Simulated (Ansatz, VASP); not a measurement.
CsReAs4 in VASP and in Ansatz

```
Cs Re As
1.0
     0.00000    4.35259    4.35259
     4.35259    0.00000    4.35259
     4.35259    4.35259    0.00000
Cs Re As
1 1 4
Direct
  0.00000 0.00000 0.00000
  0.25000 0.25000 0.25000
  0.60329 0.60329 0.19014
  0.60329 0.19014 0.60329
  0.19014 0.60329 0.60329
  0.60329 0.60329 0.60329
```

Change from the starting cell: species swapped into the YbCu4Ag type (F-43m, No. 216).

Alike in both runs: functional PBE; k mesh 8 × 8 × 8; occupations gaussian, width 0.1 eV; collinear spin.

Ansatz relaxed the structure, and its values are those at the end. VASP's run is a single point on that final structure, the one shown.

|  | VASP | Ansatz |
| --- | --- | --- |
| version | VASP 6.6.1 | Ansatz 0.2.0 |
| potentials or method | VASP PAW PBE potentials, release 64 (Cs_sv, Re, As), cutoff 520 eV | scalar-relativistic, plane waves, PAW |
| valence electrons in the cell | 36 | 84 |

```tsv
	VASP	Ansatz	Ansatz less VASP
gap on the k mesh at the Fermi level (eV)	none	none	-
pressure (GPa)	0.2	0.0	-0.16
rms of the force components (eV/Å)	0.026	0.001	-0.0255
net moment per atom (μB)	0.67	0.67	0.000
size of the moment on the site where the two differ most (μB)	3.73	3.93	+0.202
```

Site moments also hang on the region over which each program counts them. A gap of «none» marks a metal or a gap that the smearing closes. VASP's potentials hold 36 valence electrons a cell and Ansatz's 84, so a difference there can come from the potentials and not from the codes.

Neither program's run includes spin-orbit coupling.
